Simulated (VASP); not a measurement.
# Ge: single point with r2SCAN

Crystal: Ge.

```
Ge
1.0
     0.00000    2.83601    2.83601
     2.83601    0.00000    2.83601
     2.83601    2.83601    0.00000
Ge
2
Direct
  0.50000 0.50000 0.50000
  0.75000 0.75000 0.75000
```

| Quantity | Value |
| --- | --- |
| Program | VASP 6.6.1 |
| Task | single point |
| Functional | r2SCAN |
| Potentials or basis | VASP PAW PBE potentials, release 64 (Ge_d) |
| Cutoff | 520 eV |
| k mesh | 10 × 10 × 10 |
| Occupations | fermi-dirac, width 0.6 eV |
| Spin | no spin polarisation |

```yaml
Pressure: 1.5 GPa
Band_gap_on_the_k_mesh: 0.33 eV
```

Levels at points of the mesh, in eV from the valence-band top:
| k point | band 12 | band 13 | band 14 | band 15 | band 16 | band 17 |
| --- | --- | --- | --- | --- | --- | --- |
| (0.00, 0.00, 0.00) | 0.00 | 0.00 | 0.00 | 0.33 | 2.72 | 2.72 |
| (0.50, 0.00, 0.00) | -7.83 | -1.47 | -1.47 | 0.42 | 4.01 | 4.01 |
| (0.50, 0.50, 0.00) | -9.19 | -3.19 | -3.19 | 1.00 | 1.00 | 10.04 |

Run time: 4.8 min on 1 thread of Intel Xeon 8259CL (shared host), peak memory 0.19 GiB.

Caveat: the PAW data sets were made with another functional, which shifts forces and pressure a little. A k mesh can miss the band edges.
